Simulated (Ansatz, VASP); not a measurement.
## Two plane-wave programs on PbS

```
Pb S
1.0
     0.00000    3.34584    3.34584
     3.34584    0.00000    3.34584
     3.34584    3.34584    0.00000
Pb S
1 1
Direct
  0.00000 0.00000 0.00000
  0.25000 0.25000 0.25000
```

Alike in both runs: task single point; functional PBE; k mesh 10 × 10 × 10; occupations gaussian, width 0.05 eV; no spin polarisation.

|  | VASP | Ansatz |
| --- | --- | --- |
| version | VASP 6.6.1 | Ansatz 0.2.0 |
| potentials or method | VASP PAW PBE potentials, release 64 (Pb_d, S), cutoff 520 eV | scalar-relativistic, plane waves, PAW |
| valence electrons in the cell | 20 | 20 |

|  | VASP | Ansatz | Ansatz less VASP |
| --- | --- | --- | --- |
| gap on the k mesh at the Fermi level (eV) | 0.93 | 0.93 | -0.003 |
| least direct gap on the mesh (eV) | 1.32 | 1.32 | -0.003 |
| pressure (GPa) | -0.7 | -0.7 | +0.05 |

Neither program's run includes spin-orbit coupling.
